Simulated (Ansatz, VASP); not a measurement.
# KBr in VASP and in Ansatz

File INCAR:

```
SYSTEM = KBr
  PREC = Accurate
  ENCUT = 520
  EDIFF = 1E-6
  ISMEAR = 0
  SIGMA = 0.02
  LREAL = .FALSE.
  LASPH = .TRUE.
  NELM = 100
  ALGO = Normal
  ISIF = 2
  LWAVE = .FALSE.
  LCHARG = .FALSE.
  GGA = RP
  NBANDS = 15
```

File KPOINTS:

```
Automatic mesh
0
G
  7 7 7
  0 0 0
```

Contents of POSCAR:

```
KBr
1.0
    4.0434990000      0.0000000000      0.0000000000
    0.0000000000      4.0434990000      0.0000000000
    0.0000000000      0.0000000000      4.0434990000
Br K
1 1
Direct
    0.5000000000      0.5000000000      0.5000000000
    0.0000000000      0.0000000000      0.0000000000
```

input.yaml

```yaml
crystal:
  lattice:
    - [4.043499, 0.0, 0.0]
    - [0.0, 4.043499, 0.0]
    - [0.0, 0.0, 4.043499]
  atoms:
    - { symbol: Br, position: [0.5, 0.5, 0.5] }
    - { symbol: K, position: [0.0, 0.0, 0.0] }
kpoints:
  mp_grid: { grid: [7, 7, 7] }
scf:
  occupations: { method: gaussian, width: 0.02 }
hamiltonian:
  xc: rpbe
  pseudopotentials: { kind: all_electron, lapw: { basis_error: 0.001 } }
output:
  forces: true
  stress: true
  eigenvalues: true
```

Alike in both runs: task single point; functional RPBE; k mesh 7 × 7 × 7; occupations gaussian, width 0.02 eV; no spin polarisation.

|  | VASP | Ansatz |
| --- | --- | --- |
| version | VASP 6.6.1 | Ansatz 0.2.0 |
| potentials or method | VASP PAW PBE potentials, release 64 (Br, K_sv), cutoff 520 eV | all-electron LAPW, scalar-relativistic |

|  | VASP | Ansatz | Ansatz less VASP |
| --- | --- | --- | --- |
| gap on the k mesh at the Fermi level (eV) | 4.20 | 4.20 | -0.003 |
| least direct gap on the mesh (eV) | 4.43 | 4.43 | -0.003 |
| pressure (GPa) | 1.5 | 1.5 | -0.03 |

VASP's potentials were made for PBE, not for RPBE. Ansatz ran all-electron here, and VASP with PAW potentials.
